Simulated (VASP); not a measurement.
# Ba7LiTi8O23 (a cell with a defect) in VASP: single point with PBEsol

Aim: the single point of Ba7LiTi8O23 (a cell with a defect) with PBEsol.

All numbers are computed with VASP 6.6.1; they aren't measurements. Logs are shortened: lines on timing, memory, paths and dates and some standing lists are left out, and cuts for length are marked.

## (1) The cell of the first run

The cell holds a defect, 39 atoms: a = 7.940 Å, b = 7.940 Å, c = 7.940 Å, α = 90.00°, β = 90.00°, γ = 90.00°.

## (2) Single point, PBEsol, collinear spin

The input, INCAR:

```
PREC     = Accurate       # precision mode
ENCUT    = 520            # plane-wave cutoff, eV
EDIFF    = 1E-6           # SCF threshold, eV
ISMEAR   = -1             # smearing method
SIGMA    = 0.05           # smearing width, eV
LREAL    = Auto         
LASPH    = T              # aspherical terms in the spheres
NELM     = 150            # most SCF steps
ALGO     = Normal         # electronic algorithm
ISIF     = 2              # what is computed and relaxed
LWAVE    = F              # write WAVECAR
LCHARG   = F              # write CHGCAR
ISPIN    = 2              # spin polarisation
MAGMOM   = 0 0 0 0 0 0 0 0.667 0.667 0.667 0 0 0 0 0 0 0 0 0 0 0 0 0 0 0 0 0 0 0 0 0 0 0 0 0 0 0 0 0 # initial moments
LORBIT   = 11             # projections on sites
LMAXMIX  = 4              # l up to which the mixer works
GGA      = PS             # functional
NELECT   = 308.0        
ISYM     = 0            
NBANDS   = 182            # bands
```

The input, KPOINTS:

```
Automatic mesh
0
Gamma
  1 1 1
  0.25 0.25 0.25
```

The input, POSCAR:

```
Ba7LiTi8O23
1.0
    7.9404200000      0.0000000000      0.0000000000
    0.0000000000      7.9404200000      0.0000000000
    0.0000000000      0.0000000000      7.9404200000
Ba Li Ti O
7 1 8 23
Direct
    0.9969570000      0.9975280000      0.9982770000
    0.9956420000      0.9961310000      0.5026810000
    0.9960640000      0.5027160000      0.0015590000
    0.9974500000      0.5022870000      0.5028000000
    0.5021350000      0.9965340000      0.0015870000
    0.5017070000      0.9979260000      0.5028140000
    0.5027400000      0.5032650000      0.9996220000
    0.5645400000      0.5654850000      0.4468940000
    0.2426140000      0.2430820000      0.2365100000
    0.2609650000      0.2615170000      0.7618940000
    0.2568000000      0.7344150000      0.2590610000
    0.2565050000      0.7555660000      0.7492690000
    0.7339400000      0.2573880000      0.2590810000
    0.7550050000      0.2571250000      0.7492430000
    0.7552070000      0.7557640000      0.2481710000
    0.7496190000      0.7502420000      0.7474520000
    0.2445600000      0.2451120000      0.0017740000
    0.2499180000      0.7493150000      0.0024260000
    0.2445470000      0.7490590000      0.5017370000
    0.7488400000      0.2503980000      0.0024210000
    0.7485840000      0.2449680000      0.5017190000
    0.7466640000      0.7471060000      0.0028830000
    0.7448080000      0.7453000000      0.5006880000
    0.0067680000      0.2518110000      0.2618140000
    0.9965810000      0.2470050000      0.7457690000
    0.9966780000      0.7476950000      0.2509710000
    0.9939170000      0.7465320000      0.7518290000
    0.4971050000      0.2489250000      0.2547350000
    0.4918170000      0.2440850000      0.7509430000
    0.4983700000      0.7435930000      0.2574020000
    0.4957810000      0.7485770000      0.7520250000
    0.2513260000      0.0072600000      0.2618180000
    0.2466000000      0.9970540000      0.7457730000
    0.2484630000      0.4975750000      0.2547100000
    0.2435860000      0.4923080000      0.7509520000
    0.7471880000      0.9971200000      0.2509300000
    0.7459880000      0.9943510000      0.7518300000
    0.7430920000      0.4988230000      0.2573850000
    0.7481150000      0.4962250000      0.7520000000
```

Potentials or basis: VASP PAW PBE potentials, release 64 (Ba_sv, Li_sv, Ti_sv, O).

Run with:

```sh
$ cat potpaw_PBE.64/Ba_sv/POTCAR potpaw_PBE.64/Li_sv/POTCAR potpaw_PBE.64/Ti_sv/POTCAR potpaw_PBE.64/O/POTCAR > POTCAR
$ mpirun -np 1 vasp_std > vasp.out
```

OUTCAR:

```text
PREC = Accurate
   ENCUT = 520
   EDIFF = 1E-6
   ISMEAR = -1
   LREAL = Auto
   LASPH = T
   NELM = 150
   ISIF = 2
   ISPIN = 2
   LORBIT = 11
   GGA = PS
   NELECT = 308.0
   ISYM = 0

 ion  position               nearest neighbor table
   1  0.997  0.998  0.998-  17 2.78  37 2.79  27 2.79  22 2.81  20 2.81  18 2.81  25 2.82  33 2.82
                            36 2.82  26 2.82  24 2.91  32 2.91   9 3.34  15 3.36  16 3.42  12 3.44
   2  0.996  0.996  0.503-  25 2.77  33 2.77  21 2.78  19 2.78  24 2.79  32 2.79  27 2.80  37 2.80
                            26 2.81  36 2.81  23 2.82  15 3.37  16 3.38  12 3.43  14 3.43   9 3.49
   3  0.996  0.503  0.002-  27 2.77  22 2.77  26 2.78  39 2.79  35 2.80  20 2.80  18 2.81  34 2.84
                            17 2.84  38 2.86  24 2.87  25 2.87  14 3.39  15 3.40   9 3.40  10 3.42
   4  0.997  0.502  0.503-  24 2.76  27 2.77  19 2.77  35 2.78  23 2.78  26 2.79  25 2.80  39 2.80
                            34 2.80  38 2.81  21 2.84  14 3.37  11 3.37  16 3.39  15 3.44  13 3.45
   5  0.502  0.997  0.002-  37 2.77  22 2.77  36 2.78  31 2.79  29 2.80  18 2.80  20 2.81  28 2.84
                            17 2.84  30 2.86  33 2.87  32 2.87  12 3.39  15 3.40   9 3.40  10 3.42
   6  0.502  0.998  0.503-  32 2.76  37 2.77  21 2.77  29 2.78  23 2.78  36 2.79  33 2.80  31 2.80
                            28 2.80  30 2.81  19 2.84  12 3.37  13 3.37  16 3.39  15 3.44  11 3.45
   7  0.503  0.503  1.000-  22 2.74  31 2.77  39 2.77  30 2.80  38 2.80  18 2.80  20 2.80  35 2.85
                            29 2.85  34 2.86  28 2.86  17 2.90  10 3.31  11 3.38  13 3.38  16 3.42
   8  0.565  0.565  0.447-  23 2.07  30 2.13  38 2.13  15 2.66   6 3.50   4 3.50   7 3.62
   9  0.243  0.243  0.237-  17 1.86  32 1.88  24 1.88  28 2.03  34 2.03   1 3.34   5 3.40   3 3.40
                             7 3.47   2 3.49   6 3.53   4 3.54
  10  0.261  0.262  0.762-  35 1.84  29 1.84  17 1.91  25 2.11  33 2.11   7 3.31   3 3.42   5 3.42
                             4 3.50   6 3.50   1 3.51   2 3.62
  11  0.257  0.734  0.259-  34 1.88  30 1.92  19 1.93  18 2.04  26 2.07  32 2.17   4 3.37   7 3.38
                             3 3.44   6 3.45   5 3.51   2 3.52   1 3.59
  12  0.257  0.756  0.749-  31 1.90  33 1.92  19 1.97  18 2.01  27 2.09  35 2.09   6 3.37   5 3.39
                             2 3.43   7 3.43   1 3.44   4 3.48   3 3.51
  13  0.734  0.257  0.259-  28 1.88  38 1.92  21 1.93  20 2.04  36 2.07  24 2.17   6 3.37   7 3.38
                             5 3.44   4 3.45   3 3.51   2 3.52   1 3.59
  14  0.755  0.257  0.749-  39 1.90  25 1.92  21 1.97  20 2.01  37 2.09  29 2.09   4 3.37   3 3.39
                             2 3.43   7 3.43   1 3.44   6 3.48   5 3.51
  15  0.755  0.756  0.248-  36 1.92  26 1.92  22 1.95  23 2.01  30 2.04  38 2.04   8 2.66   1 3.36
                             2 3.37   5 3.40   3 3.40   6 3.44   4 3.44   7 3.45
  16  0.750  0.750  0.747-  37 1.94  27 1.94  23 1.96  31 2.02  39 2.02  22 2.03   2 3.38   6 3.39
                             4 3.39   1 3.42   7 3.42   5 3.43   3 3.43
  17  0.245  0.245  0.002-   9 1.86  10 1.91   1 2.78   3 2.84   5 2.84   7 2.90
  18  0.250  0.749  0.002-  12 2.01  11 2.04   7 2.80   5 2.80   3 2.81   1 2.81
  19  0.245  0.749  0.502-  11 1.93  12 1.97   4 2.77   2 2.78   6 2.84
  20  0.749  0.250  0.002-  14 2.01  13 2.04   7 2.80   3 2.80   5 2.81   1 2.81
  21  0.749  0.245  0.502-  13 1.93  14 1.97   6 2.77   2 2.78   4 2.84
  22  0.747  0.747  0.003-  15 1.95  16 2.03   7 2.74   3 2.77   5 2.77   1 2.81
  23  0.745  0.745  0.501-  16 1.96  15 2.01   8 2.07   4 2.78   6 2.78   2 2.82
  24  0.007  0.252  0.262-   9 1.88  13 2.17   4 2.76   2 2.79   3 2.87   1 2.91
  25  0.997  0.247  0.746-  14 1.92  10 2.11   2 2.77   4 2.80   1 2.82   3 2.87
  26  0.997  0.748  0.251-  15 1.92  11 2.07   3 2.78   4 2.79   2 2.81   1 2.82
  27  0.994  0.747  0.752-  16 1.94  12 2.09   4 2.77   3 2.77   1 2.79   2 2.80
  28  0.497  0.249  0.255-  13 1.88   9 2.03   6 2.80   5 2.84   7 2.86
  29  0.492  0.244  0.751-  10 1.84  14 2.09   6 2.78   5 2.80   7 2.85
  30  0.498  0.744  0.257-  11 1.92  15 2.04   8 2.13   7 2.80   6 2.81   5 2.86
  31  0.496  0.749  0.752-  12 1.90  16 2.02   7 2.77   5 2.79   6 2.80
  32  0.251  0.007  0.262-   9 1.88  11 2.17   6 2.76   2 2.79   5 2.87   1 2.91
  33  0.247  0.997  0.746-  12 1.92  10 2.11   2 2.77   6 2.80   1 2.82   5 2.87
  34  0.248  0.498  0.255-  11 1.88   9 2.03   4 2.80   3 2.84   7 2.86
  35  0.244  0.492  0.751-  10 1.84  12 2.09   4 2.78   3 2.80   7 2.85
  36  0.747  0.997  0.251-  15 1.92  13 2.07   5 2.78   6 2.79   2 2.81   1 2.82
  37  0.746  0.994  0.752-  16 1.94  14 2.09   6 2.77   5 2.77   1 2.79   2 2.80
  38  0.743  0.499  0.257-  13 1.92  15 2.04   8 2.13   7 2.80   4 2.81   3 2.86
  39  0.748  0.496  0.752-  14 1.90  16 2.02   7 2.77   3 2.79   4 2.80

IMPORTANT INFORMATION: All symmetrisations will be switched off!
NOSYMM: (Re-)initialisation of all symmetry stuff for point group C_1.

----------------------------------------------------------------------------------------

                                     Primitive cell

  volume of cell :     500.6456

  direct lattice vectors                    reciprocal lattice vectors
     7.940420000  0.000000000  0.000000000     0.125937923  0.000000000  0.000000000
     0.000000000  7.940420000  0.000000000     0.000000000  0.125937923  0.000000000
     0.000000000  0.000000000  7.940420000     0.000000000  0.000000000  0.125937923
[... 146 lines left out ...]
   TEBEG  =    0.0;   TEEND  =   0.0 temperature during run
   PSTRESS=    0.0 pullay stress
   NELECT =     308.0000    total number of electrons
   NUPDOWN=      -1.0000    fix difference up-down
   EMIN   =  10.00;   EMAX   =-10.00  energy-range for DOS
   EFERMI =   0.00;   METHOD = LEGACY
   ISMEAR =    -1;   SIGMA  =   0.05  broadening in eV -4-tet -1-fermi 0-gaus
   EFERMI_NEDOS =   21; number of points for ismear=-14 and -15
   IALGO  =     38    algorithm
   IMIX   =      4    mixing-type and parameters
     AMIX     =   0.40;   BMIX     =  1.00
     AMIX_MAG =   1.60;   BMIX_MAG =  1.00
  volume/ion in A,a.u.               =      12.84        86.63
  Fermi-wavevector in a.u.,A,eV,Ry     =   1.392349  2.631159 26.376759  1.938637
  Thomas-Fermi vector in A             =   2.516101
   LORBIT       =     11    0 simple, 1 ext, 2 COOP (PROOUT), +10 PAW based schemes
   GGA     = PS    functional components
   LHFCALC =     F    Hartree Fock is set to
   AEXX    =    0.0000 exact exchange contribution
   IVDW    =     0    specifies the selected vdW correction
   LEPSILON=     F    determine dielectric tensor
   LRPA    =     F    only Hartree local field effects (RPA)
 spin polarized calculation
  energy-cutoff  :      520.00
  volume of cell :      500.65
 maximum number of plane-waves:     13475
   NGX = 29   NGY = 29   NGZ = 29

 number of electron     308.0000002 magnetization      -0.0303430

 number of electron     308.0000003 magnetization       1.6507921

 Free energy of the ion-electron system (eV)
  ---------------------------------------------------
  ext. energy  EPLUGINS =         0.00000000
  ---------------------------------------------------
  free energy    TOTEN  =      -317.00984042 eV

  energy without entropy =     -316.88765693  energy(sigma->0) =     -316.94874867

 E-fermi :   6.0616     XC(G=0): -11.3128

 val. band max:        6.0404058437   @ k =  -0.2500  -0.2500   0.2500
 cond. band min:       6.0643845742   @ k =  -0.2500   0.2500   0.2500
 fundamental gap:      0.0239787305
 Fermi energy:         6.0615555338

 spin component 1

 k-point     1 :       0.2500    0.2500    0.2500
  band No.  band energies     occupation
      1     -52.4174      1.00000
      2     -52.4147      1.00000
      3     -52.4097      1.00000
      4     -52.4096      1.00000
      5     -52.3984      1.00000
      6     -52.3975      1.00000
[... 665 lines left out ...]
    165       7.1830      0.00000
    166       7.1995      0.00000
 Fermi energy:         6.0615555338

 spin component 2

 k-point     1 :       0.2500    0.2500    0.2500
  band No.  band energies     occupation
      1     -52.3409      1.00000
      2     -52.3374      1.00000
      3     -52.3073      1.00000
      4     -52.3062      1.00000
      5     -52.2971      1.00000
      6     -52.2954      1.00000
[... 665 lines left out ...]
    165       7.2773      0.00000
    166       7.2946      0.00000
 [bands above 166 left out]

------------------------ aborting loop because EDIFF is reached ----------------------------------------

  FORCE on cell =-STRESS in cart. coord.  units (eV):
  Direction    XX          YY          ZZ          XY          YZ          ZX
  --------------------------------------------------------------------------------------
  -------------------------------------------------------------------------------------
  Total       14.0894223     14.1375884     14.6021360      0.6803511     -0.4400726     -0.4284420
  in kB       45.0892847     45.2434269     46.7300824      2.1772749     -1.4083301     -1.3711098
  external PRESSURE =      45.6875980 kB  Pullay stress =       0.0000000 kB

 VOLUME and BASIS-vectors are now :
 -----------------------------------------------------------------------------
  energy-cutoff  :      520.00
  volume of cell :      500.65
      direct lattice vectors                 reciprocal lattice vectors
     7.940420000  0.000000000  0.000000000     0.125937923  0.000000000  0.000000000
     0.000000000  7.940420000  0.000000000     0.000000000  0.125937923  0.000000000
     0.000000000  0.000000000  7.940420000     0.000000000  0.000000000  0.125937923

 POSITION                                       TOTAL-FORCE (eV/Angst)
 -----------------------------------------------------------------------------------
      7.91626      7.92079      7.92674         0.006877      0.005881      0.044337
      7.90582      7.90970      3.99150         0.043909      0.045437     -0.034524
      7.90917      3.99178      0.01238         0.011734     -0.030111      0.021833
      7.92017      3.98837      3.99244         0.027394     -0.022711     -0.025010
      3.98716      7.91290      0.01260        -0.025545      0.013852      0.020481
      3.98376      7.92395      3.99255        -0.018099      0.030558     -0.025450
[... 31 lines left out ...]
      5.90046      3.96086      2.04375        -0.009375      0.001439      0.058333
      5.94035      3.94023      5.97120        -0.016640      0.050948     -0.033274
 -----------------------------------------------------------------------------------
    total drift:                               -0.029181     -0.018059      0.028112

  FREE ENERGIE OF THE ION-ELECTRON SYSTEM (eV)
  ---------------------------------------------------
  free  energy   TOTEN  =      -317.0098404158 eV

  energy  without entropy=     -316.8876569266  energy(sigma->0) =     -316.94874867

 total charge

# of ion       s       p       d       tot
------------------------------------------
    1        2.005   5.637   0.357   7.999
    2        2.007   5.636   0.375   8.018
    3        2.006   5.638   0.367   8.011
    4        2.007   5.637   0.373   8.017
    5        2.006   5.638   0.367   8.011
    6        2.007   5.637   0.373   8.017
[... 31 lines left out ...]
   38        1.559   3.473   0.000   5.032
   39        1.563   3.464   0.000   5.027
--------------------------------------------------
tot         69.734 169.415  17.158 256.307

 magnetization (x)

# of ion       s       p       d       tot
------------------------------------------
    1        0.000  -0.000   0.002   0.002
    2        0.001   0.003   0.014   0.018
    3        0.000  -0.000   0.002   0.002
    4        0.001   0.003   0.015   0.019
    5        0.000  -0.000   0.002   0.002
    6        0.001   0.003   0.015   0.019
[... 31 lines left out ...]
   38       -0.000  -0.003   0.000  -0.003
   39       -0.000  -0.004   0.000  -0.004
--------------------------------------------------
tot          0.029  -0.025   1.098   1.102
```

Wall time 61 min (1 thread of Oxide Virtual Turin-like, shared host); peak memory 0.94 GiB.

Results:

| Item | Value |
| --- | --- |
| Free energy | -317.0098 eV |
| Largest force | 0.365 eV/Å |
| Net moment | 1.65 μB per cell |
| Site moments | Ba +0.00, +0.02 (each value once); Li +0.00; Ti +0.23, +0.32, +0.10, +0.08, +0.07 (each value once); O +0.01, -0.00, +0.00, -0.01 (each value once) μB |
| Valence electrons inside the program's atomic spheres | Ba 8.00, 8.02, 8.01 (each value once); Li 2.05; Ti 10.41, 10.30, 10.29, 10.34 (each value once); O 5.05, 5.01, 5.03, 5.04, 5.02 (each value once) |

Forces in eV/Å, atoms in the order of the input:
```
Ba   0.007  0.006  0.044
Ba   0.044  0.045 -0.035
Ba   0.012 -0.030  0.022
Ba   0.027 -0.023 -0.025
Ba  -0.026  0.014  0.020
Ba  -0.018  0.031 -0.025
Ba  -0.027 -0.030 -0.001
Li  -0.013 -0.016 -0.001
Ti   0.174  0.187 -0.010
Ti  -0.250 -0.258  0.065
Ti   0.016  0.108  0.004
Ti  -0.118 -0.144 -0.041
Ti   0.100  0.019  0.003
Ti  -0.138 -0.116 -0.041
Ti  -0.018 -0.018 -0.051
Ti  -0.063 -0.069 -0.031
O    0.048  0.047 -0.034
O    0.008 -0.003  0.040
O    0.061 -0.031 -0.013
O   -0.003  0.008  0.039
O   -0.030  0.061 -0.011
O   -0.010 -0.009  0.005
O   -0.054 -0.054  0.045
O   -0.092 -0.051  0.019
O    0.087  0.040 -0.030
O    0.029  0.036  0.023
O    0.046  0.032  0.005
O   -0.108  0.006  0.037
O    0.167  0.052 -0.066
O    0.001 -0.011  0.057
O    0.051 -0.016 -0.034
O   -0.051 -0.094  0.018
O    0.037  0.088 -0.029
O    0.006 -0.101  0.038
O    0.053  0.169 -0.066
O    0.038  0.029  0.027
O    0.034  0.044  0.006
O   -0.009  0.001  0.058
O   -0.017  0.051 -0.033
```

Caveat: the k points lie up to 0.40 Å⁻¹ apart; the cell carries a net charge on a neutralising background, which shifts energy and pressure; the cell is charged against a uniform background, so pressure and absolute levels hang on convention; the cutoff is under 1.25 times the usual one of these potentials, so pressure, stress and relaxed cells hold a basis-set (Pulay) error; a moment this small can come from the mesh or the smearing; the PAW data sets were made with another functional, which shifts forces and pressure a little; spin-orbit coupling is left out, which moves the levels of the heavy elements; semilocal functionals often make such compounds metallic where correlation or magnetic order opens a gap, which also shifts bond lengths.
